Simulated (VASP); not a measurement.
KZn2Ge2:

```
Ge K Zn
1.0
     0.00000    4.44676    0.00000
     4.44676    0.00000    0.00000
     2.22338    2.22338   -5.73009
Ge K Zn
2 1 2
Cartesian
  2.2234 2.2234 -1.3065
  4.4468 4.4468 -4.4236
  0.0000 0.0000 0.0000
  2.2234 4.4468 -2.8650
  4.4468 2.2234 -2.8650
```

| Item | Value |
| --- | --- |
| Program | VASP 6.6.1 |
| Task | relaxation of the atoms |
| Functional | PBE |
| Potentials or basis | VASP PAW PBE potentials, release 64 (Ge_d, K_sv, Zn) |
| Cutoff | 520 eV |
| k mesh | 7 × 7 × 7 |
| Occupations | fermi-dirac, width 0.1 eV |
| Spin | no spin polarisation |

At the start: pressure -2.3 GPa; volume 22.66 Å³/atom.

How do energy, volume and symmetry change on relaxing?

Over 4 steps the energy falls by 5.2 meV/atom at a fixed cell; space group I4/mmm (No. 139, to 0.1 Å) before and after.

The path:
```
step  energy change (eV)  largest force (eV/Å)  pressure (GPa)
   1              0.0000                0.4636           -2.26
   2             -0.0164                0.2711           -2.23
   3             -0.0260                0.0204           -2.11
   4             -0.0261                0.0012           -2.09
```

Final structure:
```xyz
5
Lattice="0.0000 4.4468 0.0000 4.4468 0.0000 0.0000 2.2234 2.2234 -5.7301" Properties=species:S:1:pos:R:3 pbc="T T T"
Ge    2.2234    2.2234   -1.3652
Ge    4.4468    4.4468   -4.3649
K     4.4468    0.0000    0.0000
Zn    2.2234    4.4468   -2.8650
Zn    4.4468    2.2234   -2.8650
```
